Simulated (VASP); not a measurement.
# HfWS3 (P4mm) in VASP: single point with PBE

Aim: the single point of HfWS3 with PBE.

Program: VASP 6.6.1. These are calculated values, not measurements. Logs are shortened: lines on timing, memory, paths and dates and some standing lists are left out, and cuts for length are marked.

### Step 1. The cell of the first run

Symmetry: P4mm, No. 99, tetragonal system. Conventional cell: a = 4.800 Å, b = 4.800 Å, c = 5.366 Å, α = 90.00°, β = 90.00°, γ = 90.00°. Within 3.2 Å of Hf (site symmetry 4mm) lie 6 S at 2.26 to 3.10 Å. Within 3.2 Å of W (site symmetry 4mm) lie 4 S at 2.41 Å. S (site symmetry 4mm) has 2 Hf at 2.26 to 3.10 Å and 4 S at 3.30 Å within 3.3 Å. S (site symmetry 2mm) has 2 W at 2.41 Å and 2 Hf at 2.54 Å and 6 S at 3.30 to 3.39 Å within 3.4 Å.

### Step 2. Single point, PBE, collinear spin

INCAR

```
  PREC = Accurate
  ENCUT = 520
  EDIFF = 1E-6
  ISMEAR = 0
  SIGMA = 0.1
  LREAL = F
  LASPH = T
  NELM = 150
  ALGO = Normal
  ISIF = 2
  LWAVE = F
  LCHARG = F
  ISPIN = 2
  MAGMOM = 0 3.15 0 0 0
  LORBIT = 11
  LMAXMIX = 4
  GGA = PE
  NBANDS = 33
```

KPOINTS

```
Automatic mesh
0
Gamma
  4 4 4
```

POSCAR

```
HfWS3
1.0
    4.7999506734      0.0000000000      0.0000000000
    0.0000000000      4.7999506734      0.0000000000
    0.0000000000      0.0000000000      5.3655300421
Hf W S
1 1 3
Direct
    0.5000000000      0.5000000000      0.4929317609
    0.0000000000      0.0000000000      0.3809849641
    0.5000000000      0.5000000000      0.9146214653
    0.0000000000      0.5000000000      0.3357309049
    0.5000000000      0.0000000000      0.3357309049
```

Potentials or basis: VASP PAW PBE potentials, release 64 (Hf_pv, W_sv, S).

Run with:

```sh
cat potpaw_PBE.64/Hf_pv/POTCAR potpaw_PBE.64/W_sv/POTCAR potpaw_PBE.64/S/POTCAR > POTCAR
mpirun -np 1 vasp_std > vasp.out
```

OUTCAR:

```text
PREC = Accurate
   ENCUT = 520
   EDIFF = 1E-6
   ISMEAR = 0
   LREAL = F
   LASPH = T
   NELM = 150
   ISIF = 2
   ISPIN = 2
   LORBIT = 11
   GGA = PE

 ion  position               nearest neighbor table
   1  0.500  0.500  0.493-   3 2.26   4 2.54   5 2.54   5 2.54   4 2.54   3 3.10   2 3.45   2 3.45
                             2 3.45   2 3.45
   2  0.000  0.000  0.381-   4 2.41   5 2.41   4 2.41   5 2.41   1 3.45   1 3.45   1 3.45   1 3.45

   3  0.500  0.500  0.915-   1 2.26   1 3.10
   4  0.000  0.500  0.336-   2 2.41   2 2.41   1 2.54   1 2.54
   5  0.500  0.000  0.336-   2 2.41   2 2.41   1 2.54   1 2.54

  LATTYP: Found a simple tetragonal cell.
 ALAT       =     4.7999506734
 C/A-ratio  =     1.1178302460

  Lattice vectors:

 A1 = (   4.7999506734,   0.0000000000,   0.0000000000)
 A2 = (   0.0000000000,   4.7999506734,   0.0000000000)
 A3 = (   0.0000000000,   0.0000000000,   5.3655300421)

Analysis of symmetry for initial positions (statically):
=====================================================================
 Subroutine PRICEL returns:
 Original cell was already a primitive cell.

 Routine SETGRP: Setting up the symmetry group for a
 simple tetragonal supercell.

 Subroutine GETGRP returns: Found  8 space group operations
 (whereof  8 operations were pure point group operations)
 out of a pool of 16 trial point group operations.

The static configuration has the point symmetry C_4v.

Analysis of symmetry for dynamics (positions and initial velocities):
=====================================================================
 Subroutine PRICEL returns:
 Original cell was already a primitive cell.

 Routine SETGRP: Setting up the symmetry group for a
 simple tetragonal supercell.

 Subroutine GETGRP returns: Found  8 space group operations
 (whereof  8 operations were pure point group operations)
 out of a pool of 16 trial point group operations.

The dynamic configuration has the point symmetry C_4v.

Analysis of structural, dynamic, and magnetic symmetry:
=====================================================================
 Subroutine PRICEL returns:
 Original cell was already a primitive cell.

 Routine SETGRP: Setting up the symmetry group for a
 simple tetragonal supercell.

 Subroutine GETGRP returns: Found  8 space group operations
 (whereof  8 operations were pure point group operations)
 out of a pool of 16 trial point group operations.

The overall configuration has the point symmetry C_4v.

 Subroutine INISYM returns: Found  8 space group operations
 (whereof  8 operations are pure point group operations),
 and found     1 'primitive' translations

----------------------------------------------------------------------------------------

                                     Primitive cell

  volume of cell :     123.6193

  direct lattice vectors                    reciprocal lattice vectors
     4.799950673  0.000000000  0.000000000     0.208335474  0.000000000  0.000000000
     0.000000000  4.799950673  0.000000000     0.000000000  0.208335474  0.000000000
     0.000000000  0.000000000  5.365530042     0.000000000  0.000000000  0.186374877

  length of vectors
     4.799950673  4.799950673  5.365530042     0.208335474  0.208335474  0.186374877

  position of ions in fractional coordinates (direct lattice)
     0.500000000  0.500000000  0.492931761
     0.000000000  0.000000000  0.380984964
     0.500000000  0.500000000  0.914621465
     0.000000000  0.500000000  0.335730905
     0.500000000  0.000000000  0.335730905

  ion indices of the primitive-cell ions
   primitive index   ion index
                 1           1
                 2           2
                 3           3
                 4           4
                 5           5

----------------------------------------------------------------------------------------

 KPOINTS: Automatic mesh

Automatic generation of k-mesh.
 Grid dimensions read from file:
 generate k-points for:    4    4    4

 Generating k-lattice:

  Cartesian coordinates                     Fractional coordinates (reciprocal lattice)
     0.052083869  0.000000000  0.000000000     0.250000000  0.000000000  0.000000000
     0.000000000  0.052083869  0.000000000     0.000000000  0.250000000  0.000000000
     0.000000000  0.000000000  0.046593719     0.000000000  0.000000000  0.250000000

  Length of vectors
     0.052083869  0.052083869  0.046593719

  Shift w.r.t. Gamma in fractional coordinates (k-lattice)
     0.000000000  0.000000000  0.000000000

 Subroutine IBZKPT returns following result:
 ===========================================

 Found     18 irreducible k-points:

 Following reciprocal coordinates:
            Coordinates               Weight
  0.000000  0.000000  0.000000      1.000000
  0.250000  0.000000  0.000000      4.000000
  0.500000  0.000000  0.000000      2.000000
  0.250000  0.250000  0.000000      4.000000
  0.500000  0.250000  0.000000      4.000000
  0.500000  0.500000  0.000000      1.000000
[... 10 lines left out ...]
  0.500000  0.250000  0.500000      4.000000
  0.500000  0.500000  0.500000      1.000000
   k-points           NKPTS =     18   k-points in BZ     NKDIM =     18   number of bands    NBANDS=     33
   number of dos      NEDOS =    301   number of ions     NIONS =      5
   total plane-waves  NPLWV =  51840
   dimension x,y,z NGX =    36 NGY =   36 NGZ =   40
   dimension x,y,z NGXF=    72 NGYF=   72 NGZF=   80
   ions per type =               1   1   3
   NGX,Y,Z   is equivalent  to a cutoff of  12.47, 12.47, 12.39 a.u.
   NGXF,Y,Z  is equivalent  to a cutoff of  24.94, 24.94, 24.79 a.u.
 SYSTEM =  unknown system
   PREC   = accura    normal or accurate (medium, high low for compatibility)
   ISTART =      0    job   : 0-new  1-cont  2-samecut
   ICHARG =      2    charge: 1-file 2-atom 10-const
   ISPIN  =      2    spin polarized calculation?
   LNONCOLLINEAR =      F non collinear calculations
   LSORBIT =      F    spin-orbit coupling
   LASPH  =      T    aspherical Exc in radial PAW
   ENCUT  =  520.0 eV  38.22 Ry    6.18 a.u.   8.92  8.92  9.98*2*pi/ulx,y,z
   NELM   =    150;   NELMIN=  2; NELMDL= -5     # of ELM steps
   EDIFF  = 0.1E-05   stopping-criterion for ELM
   LREAL  =      F    real-space projection
   EDIFFG = 0.1E-04   stopping-criterion for IOM
   NSW    =      0    number of steps for IOM
   IBRION =     -1    ionic relax: 0-MD 1-quasi-New 2-CG
   NFREE  =      0    steps in history (QN), initial steepest desc. (CG)
   ISIF   =      2    stress and relaxation
   ISYM   =      2    0-nonsym 1-usesym 2-fastsym
   POTIM  = 0.5000    time-step for ionic-motion
   TEBEG  =    0.0;   TEEND  =   0.0 temperature during run
   PSTRESS=    0.0 pullay stress
   NELECT =      42.0000    total number of electrons
   NUPDOWN=      -1.0000    fix difference up-down
   EMIN   =  10.00;   EMAX   =-10.00  energy-range for DOS
   EFERMI =   0.00;   METHOD = LEGACY
   ISMEAR =     0;   SIGMA  =   0.10  broadening in eV -4-tet -1-fermi 0-gaus
   EFERMI_NEDOS =   21; number of points for ismear=-14 and -15
   IALGO  =     38    algorithm
   IMIX   =      4    mixing-type and parameters
     AMIX     =   0.40;   BMIX     =  1.00
     AMIX_MAG =   1.60;   BMIX_MAG =  1.00
  volume/ion in A,a.u.               =      24.72       166.84
  Fermi-wavevector in a.u.,A,eV,Ry     =   1.142341  2.158712 17.754835  1.304944
  Thomas-Fermi vector in A             =   2.279039
   LORBIT       =     11    0 simple, 1 ext, 2 COOP (PROOUT), +10 PAW based schemes
   GGA     = PE    functional components
   LHFCALC =     F    Hartree Fock is set to
   AEXX    =    0.0000 exact exchange contribution
   IVDW    =     0    specifies the selected vdW correction
   LEPSILON=     F    determine dielectric tensor
   LRPA    =     F    only Hartree local field effects (RPA)
 spin polarized calculation
 Gauss-broadening in eV      SIGMA  =   0.10
  energy-cutoff  :      520.00
  volume of cell :      123.62
 maximum number of plane-waves:      3384
 NGX is ok and might be reduce to    36
   NGX = 17   NGY = 17   NGZ = 19

 number of electron      42.0000000 magnetization       2.3194672

 Free energy of the ion-electron system (eV)
  ---------------------------------------------------
  ext. energy  EPLUGINS =         0.00000000
  ---------------------------------------------------
  free energy    TOTEN  =       -36.43963990 eV

  energy without entropy =      -36.43330801  energy(sigma->0) =      -36.43647396

 E-fermi :   3.8956     XC(G=0):  -9.1865

 val. band max:        3.8001097895   @ k =   0.0000   0.0000   0.0000
 cond. band min:       3.9095658105   @ k =   0.2500   0.0000   0.2500
 fundamental gap:      0.1094560210
 Fermi energy:         3.8955512449

 spin component 1

 k-point     1 :       0.0000    0.0000    0.0000
  band No.  band energies     occupation
      1     -71.0783      1.00000
      2     -35.4671      1.00000
      3     -35.4671      1.00000
      4     -35.3596      1.00000
      5     -27.3928      1.00000
      6     -27.3928      1.00000
[... 637 lines left out ...]
     32      10.2000      0.00000
     33      12.2318      0.00000
 Fermi energy:         3.8955512449

 spin component 2

 k-point     1 :       0.0000    0.0000    0.0000
  band No.  band energies     occupation
      1     -70.3513      1.00000
      2     -34.6780      1.00000
      3     -34.6780      1.00000
      4     -33.9754      1.00000
      5     -27.4027      1.00000
      6     -27.4027      1.00000
[... 637 lines left out ...]
     32      10.7024      0.00000
     33      12.3731      0.00000

------------------------ aborting loop because EDIFF is reached ----------------------------------------

  FORCE on cell =-STRESS in cart. coord.  units (eV):
  Direction    XX          YY          ZZ          XY          YZ          ZX
  --------------------------------------------------------------------------------------
  -------------------------------------------------------------------------------------
  Total       -0.1479277     -0.1479277     -0.1436733      0.0000000      0.0000000      0.0000000
  in kB       -1.9172288     -1.9172288     -1.8620896      0.0000000      0.0000000      0.0000000
  external PRESSURE =      -1.8988490 kB  Pullay stress =       0.0000000 kB

 VOLUME and BASIS-vectors are now :
 -----------------------------------------------------------------------------
  energy-cutoff  :      520.00
  volume of cell :      123.62
      direct lattice vectors                 reciprocal lattice vectors
     4.799950673  0.000000000  0.000000000     0.208335474  0.000000000  0.000000000
     0.000000000  4.799950673  0.000000000     0.000000000  0.208335474  0.000000000
     0.000000000  0.000000000  5.365530042     0.000000000  0.000000000  0.186374877

 POSITION                                       TOTAL-FORCE (eV/Angst)
 -----------------------------------------------------------------------------------
      2.39998      2.39998      2.64484         0.000000      0.000000      0.013770
      0.00000      0.00000      2.04419         0.000000     -0.000000      0.035301
      2.39998      2.39998      4.90743         0.000000     -0.000000     -0.076672
      0.00000      2.39998      1.80137        -0.000000     -0.000000      0.013800
      2.39998      0.00000      1.80137         0.000000     -0.000000      0.013800
 -----------------------------------------------------------------------------------
    total drift:                                0.000000      0.000000      0.000036

  FREE ENERGIE OF THE ION-ELECTRON SYSTEM (eV)
  ---------------------------------------------------
  free  energy   TOTEN  =       -36.4396399014 eV

  energy  without entropy=      -36.4333080134  energy(sigma->0) =      -36.43647396

 total charge

# of ion       s       p       d       tot
------------------------------------------
    1        0.309   6.441   1.644   8.394
    2        2.287   6.169   3.380  11.836
    3        1.350   2.393   0.000   3.743
    4        1.320   2.449   0.000   3.769
    5        1.320   2.449   0.000   3.769
--------------------------------------------------
tot          6.586  19.901   5.024  31.511

 magnetization (x)

# of ion       s       p       d       tot
------------------------------------------
    1       -0.002  -0.004  -0.008  -0.015
    2        0.082   0.018   1.499   1.599
    3        0.002   0.056   0.000   0.058
    4        0.001  -0.001   0.000  -0.000
    5        0.001  -0.001   0.000  -0.000
--------------------------------------------------
tot          0.084   0.067   1.491   1.642
```

Run time: 2.7 min. Hardware: 1 thread of Intel Xeon 8259CL, shared host; peak memory 0.33 GiB.

What came out:

```
Free energy                                           : -36.4396 eV
Pressure                                              : -0.2 GPa
Largest force                                         : 0.077 eV/Å
Net moment                                            : 2.32 μB per cell
Site moments                                          : Hf -0.01; W +1.60; S +0.06, -0.00 (each value once) μB
Valence electrons inside the program's atomic spheres : Hf 8.39; W 11.84; S 3.74, 3.77 (each value once)
```

Forces on the atoms (eV/Å):
```
Hf   0.000  0.000  0.014
W    0.000  0.000  0.035
S    0.000  0.000 -0.077
S    0.000  0.000  0.014
S    0.000  0.000  0.014
```

Caveat: spin-orbit coupling is left out, which moves the levels of the heavy elements.
